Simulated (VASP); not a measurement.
A run of VASP 6.6.1:

The input INCAR:

```
PREC = Accurate
ENCUT = 500
EDIFF = 1E-7
ISMEAR = 0
SIGMA = 0.1
LREAL = False
LASPH = True
NELM = 120
ALGO = Normal
ISIF = 3
LWAVE = False
LCHARG = False
GGA = CA
IBRION = 2
NSW = 80
EDIFFG = -0.005
PSTRESS = 120.0
GGA_COMPAT = False
NELMIN = 4
```

The input KPOINTS:

```
Automatic mesh
0
Gamma
  16 16 16
```

POSCAR

```
GaP
1.0
   -2.3135194093      2.3135194093      1.2728315050
    2.3135194093     -2.3135194093      1.2728315050
    2.3135194093      2.3135194093     -1.2728315050
Ga P
1 1
Direct
    0.0000000000      0.0000000000      0.0000000000
    0.7500000000      0.2500000000      0.5000000000
```

Potentials or basis: VASP PAW LDA potentials, release 64 (Ga_d, P).

Run with:

```console
$ cat potpaw_LDA.64/Ga_d/POTCAR potpaw_LDA.64/P/POTCAR > POTCAR
$ mpirun -np 1 vasp_std > vasp.out
```

Hardware: 1 thread of Intel Xeon 8259CL, on a shared host.

Problem. Estimate the wall time of this run.

Solution. Run time: 17 min on 1 thread of Intel Xeon 8259CL, on a shared host, peak memory 0.26 GiB. Counts: scf iterations 52, k points 349, ion steps 7.
